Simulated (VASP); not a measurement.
The system is LiF.

```
F Li
1.0
     0.00000    1.97289    1.97289
     1.97289    0.00000    1.97289
     1.97289    1.97289    0.00000
F Li
1 1
Cartesian
  1.9729 1.9729 1.9729
  0.0000 0.0000 0.0000
```

Base run:

| Item | Value |
| --- | --- |
| Program | VASP 6.6.1 |
| Functional | HSE06 |
| Potentials or basis | VASP PAW PBE potentials, release 64 (F, Li_sv) |
| Cutoff | 520 eV |
| k mesh | 8 × 8 × 8 |
| Occupations | fermi-dirac, width 0.05 eV |
| Spin | no spin polarisation |

Its results: band gap on the k mesh 12.00 eV.

Q: The run is repeated on the same cell with these changes: functional from HSE06 to PBEsol; k mesh from 8 × 8 × 8 to 11 × 11 × 11. What comes out?

A: Band gap on the k mesh 9.48 eV.

Several settings changed at once.

Caveats: an odd mesh through Γ misses points on the zone boundary, where band edges can lie (at least some runs).
